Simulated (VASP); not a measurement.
A run of VASP 6.6.1 is set up as follows.

The input INCAR:

```
SYSTEM = Al12Cl
  ALGO = Normal
  DIPOL = 0.5 0.5 0.324
  EDIFF = 1E-7
  EDIFFG = -0.025
  ENCUT = 520
  GGA = PE
  IBRION = 2
  IDIPOL = 3
  ISIF = 2
  ISMEAR = 0
  LASPH = .TRUE.
  LCHARG = .FALSE.
  LDIPOL = .TRUE.
  LREAL = .FALSE.
  LWAVE = .FALSE.
  NELM = 60
  NSW = 36
  PREC = Accurate
  SIGMA = 0.1
```

The input KPOINTS:

```
k-points
0
G
  5 5 1
  0 0 0
```

Contents of POSCAR:

```
Al12Cl
1.0
    5.7135165837      0.0000000000      0.0000000000
    0.0000000000      5.7135165837      0.0000000000
    0.0000000000      0.0000000000     19.6746954317
Al Cl
12 1
Selective dynamics
Direct
    0.2500000000      0.2500000000      0.2033068321  F F F
    0.2500000000      0.7500000000      0.2033068321  F F F
    0.7500000000      0.2500000000      0.2033068321  F F F
    0.7500000000      0.7500000000      0.2033068321  F F F
    0.0000000000      0.0000000000      0.3092728609  F F F
    0.0000000000      0.5000000000      0.3092728609  F F F
    0.5000000000      0.0000000000      0.3092728609  F F F
    0.5000000000      0.5000000000      0.3092728609  F F F
    0.2500000000      0.2500000000      0.4154928578  F F F
    0.2500000000      0.7500000000      0.4154928578  F F F
    0.7500000000      0.2500000000      0.4154928578  F F F
    0.7500000000      0.7500000000      0.4154928578  F F F
    0.2500000000      0.5000000000      0.5038342225  F F T
```

Potentials or basis: VASP PAW PBE potentials, release 64 (Al, Cl).

Launch:

```console
$ cat potpaw_PBE.64/Al/POTCAR potpaw_PBE.64/Cl/POTCAR > POTCAR
$ mpirun -np 1 vasp_std > vasp.out
```

Q: Predict the energy gained by relaxing.

A: 12.1 meV/atom.

Q: What does it give for the band gap on the k mesh?

A: Zero (an odd number of electrons rules out a gap without spin polarisation).

Final structure:
```yaml
crystal:
  lattice:
    - [5.71352, 0.00000, 0.00000]
    - [0.00000, 5.71352, 0.00000]
    - [0.00000, 0.00000, 19.67470]
  atoms:
    - { symbol: Al, position: [0.25000, 0.25000, 0.20331] }
    - { symbol: Al, position: [0.25000, 0.75000, 0.20331] }
    - { symbol: Al, position: [0.75000, 0.25000, 0.20331] }
    - { symbol: Al, position: [0.75000, 0.75000, 0.20331] }
    - { symbol: Al, position: [0.00000, 0.00000, 0.30927] }
    - { symbol: Al, position: [0.00000, 0.50000, 0.30927] }
    - { symbol: Al, position: [0.50000, 0.00000, 0.30927] }
    - { symbol: Al, position: [0.50000, 0.50000, 0.30927] }
    - { symbol: Al, position: [0.25000, 0.25000, 0.41549] }
    - { symbol: Al, position: [0.25000, 0.75000, 0.41549] }
    - { symbol: Al, position: [0.75000, 0.25000, 0.41549] }
    - { symbol: Al, position: [0.75000, 0.75000, 0.41549] }
    - { symbol: Cl, position: [0.25000, 0.50000, 0.51449] }
```

Caveat: an odd number of electrons without spin polarisation forces a metal; a magnetic or distorted state may lie lower.
